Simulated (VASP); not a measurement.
# MgS (Niningerite) (Fm-3m) in VASP: settings compared

Aim: see how the results for MgS (Niningerite) move with the level of theory and the settings. Levels: PBE, r2SCAN. Tasks: single point.

All numbers are computed with VASP 6.6.1; they aren't measurements. Logs are shortened: lines on timing, memory, paths and dates and some standing lists are left out, and cuts for length are marked.

### 1 The cell of the first run

It takes space group Fm-3m (No. 225, cubic). The conventional cell has a = 5.230 Å, b = 5.230 Å, c = 5.230 Å, α = 90.00°, β = 90.00°, γ = 90.00°. Mg (site symmetry m-3m) has 6 S at 2.61 Å within 3.4 Å. Within 3.4 Å of S (site symmetry m-3m) lie 6 Mg at 2.61 Å.

### 2 Single point, PBE

The input, INCAR:

```
SYSTEM = MgS
PREC = Accurate
ENCUT = 600
EDIFF = 1E-6
ISMEAR = 0
SIGMA = 0.01
LREAL = .False.
LASPH = .True.
NELM = 120
ALGO = Normal
ISIF = 2
LWAVE = .False.
LCHARG = .True.
GGA = PE
LELF = .True.
LVHAR = .True.
NBANDS = 11
GGA_COMPAT = .False.
```

The input, KPOINTS:

```
Automatic mesh
0
Gamma
  8 8 8
  0 0 0
```

The input, POSCAR:

```
MgS
1.0
    0.0000000000      2.6148576572      2.6148576572
    2.6148576572      0.0000000000      2.6148576572
    2.6148576572      2.6148576572      0.0000000000
Mg S
1 1
Direct
    0.0000000000      0.0000000000      0.0000000000
    0.5000000000      0.5000000000      0.5000000000
```

Potentials or basis: VASP PAW PBE potentials, release 64 (Mg, S).

Run with:

```sh
cat potpaw_PBE.64/Mg/POTCAR potpaw_PBE.64/S/POTCAR > POTCAR
mpirun -np 1 vasp_std > vasp.out
```

OUTCAR:

```text
SYSTEM = MgS
   PREC = Accurate
   ENCUT = 600
   EDIFF = 1E-6
   ISMEAR = 0
   LREAL = .False.
   LASPH = .True.
   NELM = 120
   ISIF = 2
   GGA = PE

 ion  position               nearest neighbor table
   1  0.000  0.000  0.000-   2 2.61   2 2.61   2 2.61   2 2.61   2 2.61   2 2.61
   2  0.500  0.500  0.500-   1 2.61   1 2.61   1 2.61   1 2.61   1 2.61   1 2.61

  LATTYP: Found a face centered cubic cell.
 ALAT       =     5.2297153144

  Lattice vectors:

 A1 = (   0.0000000000,   2.6148576572,   2.6148576572)
 A2 = (   2.6148576572,   0.0000000000,   2.6148576572)
 A3 = (   2.6148576572,   2.6148576572,   0.0000000000)

Analysis of symmetry for initial positions (statically):
=====================================================================
 Subroutine PRICEL returns:
 Original cell was already a primitive cell.

 Routine SETGRP: Setting up the symmetry group for a
 face centered cubic supercell.

 Subroutine GETGRP returns: Found 48 space group operations
 (whereof 48 operations were pure point group operations)
 out of a pool of 48 trial point group operations.

The static configuration has the point symmetry O_h .

Analysis of symmetry for dynamics (positions and initial velocities):
=====================================================================
 Subroutine PRICEL returns:
 Original cell was already a primitive cell.

 Routine SETGRP: Setting up the symmetry group for a
 face centered cubic supercell.

 Subroutine GETGRP returns: Found 48 space group operations
 (whereof 48 operations were pure point group operations)
 out of a pool of 48 trial point group operations.

The dynamic configuration has the point symmetry O_h .

 Subroutine INISYM returns: Found 48 space group operations
 (whereof 48 operations are pure point group operations),
 and found     1 'primitive' translations

----------------------------------------------------------------------------------------

                                     Primitive cell

  volume of cell :      35.7581

  direct lattice vectors                    reciprocal lattice vectors
     0.000000000  2.614857657  2.614857657    -0.191214997  0.191214997  0.191214997
     2.614857657  0.000000000  2.614857657     0.191214997 -0.191214997  0.191214997
     2.614857657  2.614857657  0.000000000     0.191214997  0.191214997 -0.191214997

  length of vectors
     3.697967162  3.697967162  3.697967162     0.331194091  0.331194091  0.331194091

  position of ions in fractional coordinates (direct lattice)
     0.000000000  0.000000000  0.000000000
     0.500000000  0.500000000  0.500000000

  ion indices of the primitive-cell ions
   primitive index   ion index
                 1           1
                 2           2

----------------------------------------------------------------------------------------

 KPOINTS: Automatic mesh

Automatic generation of k-mesh.
 Grid dimensions read from file:
 generate k-points for:    8    8    8

 Generating k-lattice:

  Cartesian coordinates                     Fractional coordinates (reciprocal lattice)
    -0.023901875  0.023901875  0.023901875     0.125000000  0.000000000  0.000000000
     0.023901875 -0.023901875  0.023901875     0.000000000  0.125000000  0.000000000
     0.023901875  0.023901875 -0.023901875     0.000000000  0.000000000  0.125000000

  Length of vectors
     0.041399261  0.041399261  0.041399261

  Shift w.r.t. Gamma in fractional coordinates (k-lattice)
     0.000000000  0.000000000  0.000000000

 Subroutine IBZKPT returns following result:
 ===========================================

 Found     29 irreducible k-points:

 Following reciprocal coordinates:
            Coordinates               Weight
  0.000000  0.000000  0.000000      1.000000
  0.125000  0.000000  0.000000      8.000000
  0.250000  0.000000  0.000000      8.000000
  0.375000  0.000000  0.000000      8.000000
  0.500000  0.000000  0.000000      4.000000
  0.125000  0.125000  0.000000      6.000000
[... 16 lines left out ...]
  0.500000  0.250000  0.125000     48.000000
 -0.375000  0.250000  0.125000     24.000000
 [... further k-points ...]
   k-points           NKPTS =     29   k-points in BZ     NKDIM =     29   number of bands    NBANDS=     11
   number of dos      NEDOS =    301   number of ions     NIONS =      2
   total plane-waves  NPLWV =  27000
   dimension x,y,z NGX =    30 NGY =   30 NGZ =   30
   dimension x,y,z NGXF=    60 NGYF=   60 NGZF=   60
   ions per type =               1   1
   NGX,Y,Z   is equivalent  to a cutoff of  13.49, 13.49, 13.49 a.u.
   NGXF,Y,Z  is equivalent  to a cutoff of  26.97, 26.97, 26.97 a.u.
 SYSTEM =  MgS
   PREC   = accura    normal or accurate (medium, high low for compatibility)
   ISTART =      0    job   : 0-new  1-cont  2-samecut
   ICHARG =      2    charge: 1-file 2-atom 10-const
   ISPIN  =      1    spin polarized calculation?
   LNONCOLLINEAR =      F non collinear calculations
   LSORBIT =      F    spin-orbit coupling
   LASPH  =      T    aspherical Exc in radial PAW
   ENCUT  =  600.0 eV  44.10 Ry    6.64 a.u.   7.39  7.39  7.39*2*pi/ulx,y,z
   NELM   =    120;   NELMIN=  2; NELMDL= -5     # of ELM steps
   EDIFF  = 0.1E-05   stopping-criterion for ELM
   LREAL  =      F    real-space projection
   EDIFFG = 0.1E-04   stopping-criterion for IOM
   NSW    =      0    number of steps for IOM
   IBRION =     -1    ionic relax: 0-MD 1-quasi-New 2-CG
   NFREE  =      0    steps in history (QN), initial steepest desc. (CG)
   ISIF   =      2    stress and relaxation
   ISYM   =      2    0-nonsym 1-usesym 2-fastsym
   POTIM  = 0.5000    time-step for ionic-motion
   TEBEG  =    0.0;   TEEND  =   0.0 temperature during run
   PSTRESS=    0.0 pullay stress
   NELECT =       8.0000    total number of electrons
   NUPDOWN=      -1.0000    fix difference up-down
   EMIN   =  10.00;   EMAX   =-10.00  energy-range for DOS
   EFERMI =   0.00;   METHOD = LEGACY
   ISMEAR =     0;   SIGMA  =   0.01  broadening in eV -4-tet -1-fermi 0-gaus
   EFERMI_NEDOS =   21; number of points for ismear=-14 and -15
   IALGO  =     38    algorithm
   IMIX   =      4    mixing-type and parameters
     AMIX     =   0.40;   BMIX     =  1.00
     AMIX_MAG =   1.60;   BMIX_MAG =  1.00
  volume/ion in A,a.u.               =      17.88       120.65
  Fermi-wavevector in a.u.,A,eV,Ry     =   0.993833  1.878072 13.438531  0.987704
  Thomas-Fermi vector in A             =   2.125742
   LORBIT       =      0    0 simple, 1 ext, 2 COOP (PROOUT), +10 PAW based schemes
   GGA     = PE    functional components
   LHFCALC =     F    Hartree Fock is set to
   AEXX    =    0.0000 exact exchange contribution
   IVDW    =     0    specifies the selected vdW correction
   LEPSILON=     F    determine dielectric tensor
   LRPA    =     F    only Hartree local field effects (RPA)
 non-spin polarized calculation
 Gauss-broadening in eV      SIGMA  =   0.01
  energy-cutoff  :      600.00
  volume of cell :       35.76
 maximum number of plane-waves:      1243
 NGX is ok and might be reduce to    30
   NGX = 15   NGY = 15   NGZ = 15

 number of electron       7.9999999 magnetization

 Free energy of the ion-electron system (eV)
  ---------------------------------------------------
  ext. energy  EPLUGINS =         0.00000000
  ---------------------------------------------------
  free energy    TOTEN  =        -8.50327487 eV

  energy without entropy =       -8.50327487  energy(sigma->0) =       -8.50327487

 E-fermi :   3.6655     XC(G=0):  -9.6257

 val. band max:        3.5906595753   @ k =   0.0000   0.0000   0.0000
 cond. band min:       6.3329277736   @ k =   0.5000   0.5000   0.0000
 fundamental gap:      2.7422681983
 Fermi energy:         3.6655193820

 k-point     1 :       0.0000    0.0000    0.0000
  band No.  band energies     occupation
      1      -8.9904      2.00000
      2       3.5907      2.00000
      3       3.5907      2.00000
      4       3.5907      2.00000
      5       7.1822      0.00000
      6      11.5541      0.00000
      7      11.5541      0.00000
      8      11.5541      0.00000
      9      13.9226      0.00000
     10      13.9226      0.00000
     11      16.0929      0.00000

 k-point     2 :       0.1250    0.0000    0.0000
  band No.  band energies     occupation
      1      -8.8431      2.00000
      2       2.5529      2.00000
      3       3.4929      2.00000
      4       3.4929      2.00000
      5       7.9903      0.00000
      6      11.2241      0.00000
      7      11.7940      0.00000
      8      11.7940      0.00000
      9      13.2770      0.00000
     10      13.2770      0.00000
     11      16.1735      0.00000

 k-point     3 :       0.2500    0.0000    0.0000
  band No.  band energies     occupation
      1      -8.4454      2.00000
      2       0.8217      2.00000
      3       3.2793      2.00000
      4       3.2793      2.00000
      5       8.4924      0.00000
      6      11.3934      0.00000
      7      11.3934      0.00000
      8      11.8095      0.00000
      9      13.8543      0.00000
     10      13.8543      0.00000
     11      15.3780      0.00000

 k-point     4 :       0.3750    0.0000    0.0000
  band No.  band energies     occupation
      1      -7.9622      2.00000
      2      -0.5931      2.00000
      3       3.0908      2.00000
      4       3.0908      2.00000
      5       8.2501      0.00000
      6      10.7258      0.00000
      7      10.7258      0.00000
      8      13.1950      0.00000
      9      15.1072      0.00000
     10      15.7943      0.00000
     11      15.7943      0.00000
[... 239 lines left out ...]
 k-point    22 :       0.3750    0.2500    0.1250
  band No.  band energies     occupation
      1      -8.1348      2.00000
      2       0.5623      2.00000
      3       2.1709      2.00000
      4       2.9341      2.00000
      5       9.3142      0.00000
      6      10.0956      0.00000
      7      10.6300      0.00000
      8      12.7194      0.00000
      9      13.6852      0.00000
     10      16.4930      0.00000
     11      18.3502      0.00000

 k-point    23 :       0.5000    0.2500    0.1250
  band No.  band energies     occupation
      1      -7.7277      2.00000
      2      -0.2570      2.00000
      3       1.6428      2.00000
      4       2.6277      2.00000
      5       9.1665      0.00000
      6       9.9509      0.00000
      7      11.3686      0.00000
      8      12.5152      0.00000
      9      15.1762      0.00000
     10      17.7608      0.00000
     11      18.3773      0.00000

 k-point    24 :      -0.3750    0.2500    0.1250
  band No.  band energies     occupation
      1      -7.5339      2.00000
      2      -0.6379      2.00000
      3       1.5013      2.00000
      4       2.4693      2.00000
      5       9.1233      0.00000
      6       9.6681      0.00000
      7      11.9595      0.00000
      8      12.9360      0.00000
      9      15.7897      0.00000
     10      16.7595      0.00000
     11      19.0605      0.00000

 [... further k-points ...]
[... 5 lines left out ...]
  --------------------------------------------------------------------------------------
  -------------------------------------------------------------------------------------
  Total       -0.0599309     -0.0599309     -0.0599309     -0.0000000     -0.0000000      0.0000000
  in kB       -2.6852663     -2.6852663     -2.6852663     -0.0000000     -0.0000000      0.0000000
  external PRESSURE =      -2.6852663 kB  Pullay stress =       0.0000000 kB

 VOLUME and BASIS-vectors are now :
 -----------------------------------------------------------------------------
  energy-cutoff  :      600.00
  volume of cell :       35.76
      direct lattice vectors                 reciprocal lattice vectors
     0.000000000  2.614857657  2.614857657    -0.191214997  0.191214997  0.191214997
     2.614857657  0.000000000  2.614857657     0.191214997 -0.191214997  0.191214997
     2.614857657  2.614857657  0.000000000     0.191214997  0.191214997 -0.191214997

 POSITION                                       TOTAL-FORCE (eV/Angst)
 -----------------------------------------------------------------------------------
      0.00000      0.00000      0.00000        -0.000000     -0.000000      0.000000
      2.61486      2.61486      2.61486         0.000000      0.000000     -0.000000
 -----------------------------------------------------------------------------------
    total drift:                               -0.000000     -0.000000      0.000000

  FREE ENERGIE OF THE ION-ELECTRON SYSTEM (eV)
  ---------------------------------------------------
  free  energy   TOTEN  =        -8.5032748697 eV

  energy  without entropy=       -8.5032748697  energy(sigma->0) =       -8.50327487
```

Wall time 7.4 s (1 thread of Intel Xeon 6975P-C (Granite Rapids), shared host); peak memory 0.17 GiB.

Results:

```yaml
Free_energy: -8.5033 eV
Pressure: -0.3 GPa
Band_gap_on_the_k_mesh: 2.74 eV, indirect (least direct gap 3.59 eV)
```

### 3 Single point, PBE (volume changed by +3%)

The input, INCAR:

```
SYSTEM = MgS
ALGO = Normal ; EDIFF = 1E-6
ENCUT = 600 ; GGA = PE
GGA_COMPAT = .False. ; ISIF = 2
ISMEAR = 0 ; LASPH = .True.
LCHARG = .False. ; LREAL = .False.
LWAVE = .False. ; NBANDS = 11
NELM = 120 ; PREC = Accurate
SIGMA = 0.01
```

The input, KPOINTS:

```
k-points
0
Gamma
  8 8 8
  0 0 0
```

The input, POSCAR:

```
MgS
1.0
    0.0000000000      2.6407490208      2.6407490208
    2.6407490208      0.0000000000      2.6407490208
    2.6407490208      2.6407490208      0.0000000000
Mg S
1 1
Direct
    0.0000000000      0.0000000000      0.0000000000
    0.5000000000      0.5000000000      0.5000000000
```

Potentials or basis: VASP PAW PBE potentials, release 64 (Mg, S).

Run with:

```sh
cat potpaw_PBE.64/Mg/POTCAR potpaw_PBE.64/S/POTCAR > POTCAR
mpirun -np 1 vasp_std > vasp.out
```

Wall time 7.3 s (1 thread of Intel Xeon 6975P-C (Granite Rapids), shared host); peak memory 0.17 GiB.

Results (log left out):

| Item | Value |
| --- | --- |
| Free energy | -8.4945 eV |
| Pressure | -2.3 GPa |
| Band gap on the k mesh | 2.68 eV, indirect (least direct gap 3.37 eV) |

Levels at points of the mesh, in eV from the valence-band top:
```
           k point  band 1  band 2  band 3  band 4  band 5  band 6  band 7  band 8
(0.00, 0.00, 0.00)  -12.42    0.00    0.00    0.00    3.37    7.98    7.98    7.98
(0.50, 0.00, 0.00)  -11.23   -4.60   -0.54   -0.54    4.48    6.85    6.85    9.62
(0.50, 0.50, 0.00)  -10.89   -3.96   -1.58   -1.58    2.68    4.52   11.57   12.69
```

 A k mesh can miss the band edges.

(Continued in part 2 of 2.)
